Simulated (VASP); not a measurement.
Runs of VASP 6.6.1 on BN. The structure is that of space group I-4m2 (No. 119), or close to it. The cells are those of the table. 

| cell | gap on the mesh (eV) | pressure (GPa) |
| --- | --- | --- |
| a = 2.669, b = 2.669, c = 2.769 Å, angles 58.7, 58.7, 62.5°, 2 atoms | 3.66 | -47.5 |
| a = 2.464, b = 2.464, c = 2.564 Å, angles 58.6, 58.6, 62.7°, 2 atoms | 3.57 | (b) |
| a = 2.517, b = 2.517, c = 2.359 Å, angles 62.1, 62.1, 55.9°, 2 atoms | 3.86 | 56.4 |
| a = 2.572, b = 2.572, c = 2.769 Å, angles 57.4, 57.4, 65.1°, 2 atoms | 2.68 | (a) |
| a = 2.572, b = 2.572, c = 2.359 Å, angles 62.7, 62.7, 54.6°, 2 atoms | 3.47 | 35.9 |

Alike in all rows: task single point; level r2SCAN; potentials or basis VASP PAW PBE potentials, release 64 (B, N); no spin polarisation; k mesh 12 × 12 × 12; cutoff (eV) 520; smearing gaussian 0.05 eV.

**Question.** Estimate the missing entries.

**Answer.** (a) -27.7; (b) 32.3.

Caveats: the PAW data sets were made with another functional, which shifts forces and pressure a little.

A k mesh can miss the band edges.
